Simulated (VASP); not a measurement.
The system is CuRh2.

```
Cu Rh
1.0
     0.00000    2.65980    2.65980
     2.65980    0.00000    2.65980
     2.65980    2.65980    0.00000
Cu Rh
1 2
Direct
  0.00000 0.00000 0.00000
  0.25000 0.25000 0.25000
  0.75000 0.75000 0.75000
```

* Program: VASP 6.6.1
* Task: relaxation of cell and atoms
* Functional: PBE
* Potentials or basis: VASP PAW PBE potentials, release 64 (Cu, Rh_pv)
* Cutoff: 600 eV
* k mesh: 6 × 6 × 6
* Occupations: gaussian, width 0.1 eV
* Spin: no spin polarisation

At the start: pressure 55.7 GPa; volume 12.54 Å³/atom.

Task: Where does the relaxation end?

Result: Over 5 steps the energy falls by 398.7 meV/atom and the volume is 15.36 Å³/atom (+22.5 %); space group Fm-3m (No. 225, to 0.05 Å).

The path:
| step | energy change (eV) | largest force (eV/Å) | pressure (GPa) | volume (Å³) |
| --- | --- | --- | --- | --- |
| 1 | 0.0000 | 0.0000 | 55.73 | 37.63 |
| 2 | 1.0039 | 0.0000 | -23.19 | 66.76 |
| 3 | -1.1835 | 0.0000 | -3.67 | 47.18 |
| 4 | -1.1951 | 0.0000 | -1.09 | 46.40 |
| 5 | -1.1962 | 0.0000 | -0.01 | 46.09 |

Final structure:
```xyz
3
Lattice="0.0000 2.8457 2.8457 2.8457 0.0000 2.8457 2.8457 2.8457 0.0000" Properties=species:S:1:pos:R:3 pbc="T T T"
Cu    0.0000    0.0000    0.0000
Rh    1.4229    1.4229    1.4229
Rh    4.2686    4.2686    4.2686
```

Caveat: the volume moved by over 15 % at a fixed basis, so the end points are rough.
